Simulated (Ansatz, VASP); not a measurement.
## Sb in VASP and in Ansatz

File INCAR:

```
SYSTEM = Sb
  PREC = Accurate
  ENCUT = 520
  EDIFF = 1E-6
  ISMEAR = -1
  SIGMA = 0.1
  LREAL = .FALSE.
  LASPH = .TRUE.
  NELM = 60
  ALGO = Normal
  ISIF = 2
  LWAVE = .FALSE.
  LCHARG = .TRUE.
  LDIPOL = .TRUE.
  IDIPOL = 3
  DIPOL = 0.5 0.5 0.500
  GGA = PS
  LELF = .TRUE.
  LVHAR = .TRUE.
  LVACPOTAV = .TRUE.
  NBANDS = 20
```

File KPOINTS:

```
Automatic mesh
0
G
  11 11 1
  0 0 0
```

File POSCAR:

```
Sb
1.0
    3.3338465325      0.0000000000      0.0000000000
    0.0000000000      3.3338465325      0.0000000000
    0.0000000000      0.0000000000     15.9599000000
Sb
5
Direct
    0.0000000000      0.0000000000      0.2193002456
    0.5000000000      0.5000000000      0.3498306419
    0.0000000000      0.0000000000      0.4999998141
    0.5000000000      0.5000000000      0.6501692899
    0.0000000000      0.0000000000      0.7806997544
```

Input for Ansatz:

```yaml
crystal:
  lattice:
    - [3.3338465325, 0.0, 0.0]
    - [0.0, 3.3338465325, 0.0]
    - [0.0, 0.0, 15.9599]
  atoms:
    - { symbol: Sb, position: [0.0, 0.0, 0.2193002456] }
    - { symbol: Sb, position: [0.5, 0.5, 0.3498306419] }
    - { symbol: Sb, position: [0.0, 0.0, 0.4999998141] }
    - { symbol: Sb, position: [0.5, 0.5, 0.6501692899] }
    - { symbol: Sb, position: [0.0, 0.0, 0.7806997544] }
kpoints:
  mp_grid: { grid: [11, 11, 1] }
scf:
  occupations: { method: fermi_dirac, width: 0.1 }
hamiltonian:
  xc: pbesol
  pseudopotentials: { kind: all_electron, lapw: { basis_error: 0.001 } }
output:
  forces: true
  stress: true
  eigenvalues: true
efield:
  axis: 3
  amplitude: 0
  dipole_correction: true
```

Alike in both runs: task single point; functional PBEsol; k mesh 11 × 11 × 1; occupations fermi-dirac, width 0.1 eV; no spin polarisation.

|  | VASP | Ansatz |
| --- | --- | --- |
| version | VASP 6.6.1 | Ansatz 0.2.0 |
| potentials or method | VASP PAW PBE potentials, release 64 (Sb), cutoff 520 eV | all-electron LAPW, scalar-relativistic |

Ansatz gave:

* rms of the force components (eV/Å): 0.001

Task: Which values does VASP return?

Result: rms of the force components (eV/Å): 0.007.

VASP's potentials were made for PBE, not for PBEsol. Atom by atom the forces differ by 0.006 eV/Å (rms over components). Ansatz ran all-electron here, and VASP with PAW potentials. Ansatz's warnings: vacuum density over bound.

Neither program's run includes spin-orbit coupling.
